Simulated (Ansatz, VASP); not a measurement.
HgTe in VASP and in Ansatz

INCAR

```
SYSTEM = HgTe
  PREC = Accurate
  ENCUT = 520
  EDIFF = 1E-6
  ISMEAR = 0
  SIGMA = 0.15
  LREAL = .False.
  LASPH = .True.
  NELM = 60
  ALGO = Normal
  ISIF = 2
  LWAVE = .False.
  LCHARG = .False.
  GGA = PE
  NBANDS = 16
```

File KPOINTS:

```
Automatic mesh
0
Gamma
  14 14 14
  0 0 0
```

Contents of POSCAR:

```
HgTe
1.0
    0.0000000000      3.1751475000      3.1267950000
    3.1751475000      0.0000000000      3.1267950000
    3.1751475000      3.1751475000      0.0000000000
Hg Te
1 1
Direct
    0.0000000000      0.0000000000      0.0000000000
    0.7500000000      0.7500000000      0.7500000000
```

Input for Ansatz:

```yaml
crystal:
  lattice:
    - [0.0, 3.1751475, 3.126795]
    - [3.1751475, 0.0, 3.126795]
    - [3.1751475, 3.1751475, 0.0]
  atoms:
    - { symbol: Hg, position: [0.0, 0.0, 0.0] }
    - { symbol: Te, position: [0.75, 0.75, 0.75] }
basis:
  ecutwfc: 420
kpoints:
  mp_grid: { grid: [14, 14, 14] }
hamiltonian:
  xc: pbe
scf:
  occupations: { method: gaussian, width: 0.15 }
output:
  forces: true
  stress: true
  eigenvalues: true
```

Change from the starting cell: strain -0.015 along x and y, -0.030 along z, atoms carried along.

Alike in both runs: task single point; functional PBE; k mesh 14 × 14 × 14; occupations gaussian, width 0.15 eV; no spin polarisation.

|  | VASP | Ansatz |
| --- | --- | --- |
| version | VASP 6.6.1 | Ansatz 0.2.0 |
| potentials or method | VASP PAW PBE potentials, release 64 (Hg, Te), cutoff 520 eV | scalar-relativistic, plane waves, PAW |
| valence electrons in the cell | 18 | 36 |

|  | VASP | Ansatz | Ansatz less VASP |
| --- | --- | --- | --- |
| pressure (GPa) | 7.9 | 7.8 | -0.11 |
| traceless stress, the component that is largest in VASP (GPa) | 0.08 | 0.08 | 0.000 |

With one functional, cell and mesh, what is left measures potentials, basis and numerics. VASP's potentials hold 18 valence electrons a cell and Ansatz's 36, so a difference there can come from the potentials and not from the codes.

Spin-orbit coupling is off throughout.
